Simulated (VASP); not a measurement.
**Sn2Bi3O3: single point with PBE**

The system is Sn2Bi3O3.

```
CELL_PARAMETERS angstrom
8.08871 0.00000 0.00000
-4.04436 7.00503 0.00000
0.00000 0.00000 3.65004
ATOMIC_POSITIONS crystal
Sn 0.33333 0.66667 0.00000
Sn 0.66667 0.33333 0.00000
Bi 0.73791 0.00000 0.00000
Bi 0.26209 0.26209 0.00000
Bi 0.00000 0.73791 0.00000
O 0.57275 0.00000 0.50000
O 0.42725 0.42725 0.50000
O 0.00000 0.57275 0.50000
```

```
Program             : VASP 6.6.1
Task                : single point
Functional          : PBE
Potentials or basis : VASP PAW PBE potentials, release 64 (Sn_d, Bi_d, O)
Cutoff              : 520 eV
k mesh              : 3 × 3 × 5
Occupations         : gaussian, width 0.2 eV
Spin                : no spin polarisation
```

| Item | Value |
| --- | --- |
| Pressure | 0.3 GPa |
| Largest force | 0.026 eV/Å |

Forces on the atoms (eV/Å):
```
Sn   0.000  0.000  0.000
Sn   0.000  0.000  0.000
Bi   0.026  0.000  0.000
Bi  -0.013 -0.023  0.000
Bi  -0.013  0.023  0.000
O   -0.014  0.000  0.000
O    0.007  0.012  0.000
O    0.007 -0.012  0.000
```

Stress tensor (GPa, compression positive):
```
0.16 0.00 0.00
0.00 0.16 0.00
0.00 0.00 0.55
```

Levels at points of the mesh, in eV from the Fermi level:
```csv
k point,band 42,band 43,band 44,band 45,band 46,band 47,band 48,band 49
"(0.00, 0.00, 0.00)",-1.67,-1.67,-1.67,-0.04,0.51,0.51,1.88,2.91
```

Run time: 57 s on 1 thread of Intel(R) Xeon(R) 6975P-C (Granite Rapids), with other jobs on the host, peak memory 0.34 GiB.

Caveat: spin-orbit coupling is left out, which moves the levels of the heavy elements; an odd number of electrons without spin polarisation forces a metal; a magnetic or distorted state may lie lower.
